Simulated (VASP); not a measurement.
Zr, 2 atoms in the cell. The structure is hexagonal, space group P6_3/mmc (No. 194). The conventional cell has a = 3.183 Å, b = 3.183 Å, c = 5.118 Å, α = 90.00°, β = 90.00°, γ = 120.00°. Within 4.1 Å of Zr (site symmetry -6m2) lie 12 Zr at 3.15 to 3.18 Å. 

```yaml
Program: VASP 6.6.1
Task: single point
Functional: PBEsol
Potentials_or_basis: VASP PAW PBE potentials, release 64 (Zr_sv)
Cutoff: 520 eV
k_mesh: 15 × 15 × 8
Occupations: gaussian, width 0.1 eV
Spin: no spin polarisation
Dipole_correction: no
Further_INCAR_settings: ALGO = Normal; EDIFF = 1e-06; NBANDS = 19
```

Potentials or basis: VASP PAW PBE potentials, release 64 (Zr_sv).

Command:

```sh
$ cat potpaw_PBE.64/Zr_sv/POTCAR > POTCAR
$ mpirun -np 1 vasp_std > vasp.out
```

Hardware: 1 thread of Intel Xeon 6975P-C (shared host).

Q: Estimate the wall time of this run.

A: It took 55 s on 1 thread of Intel Xeon 6975P-C, with other jobs on the host, peak memory 0.22 GiB. Counts: scf iterations 12, k points 135.
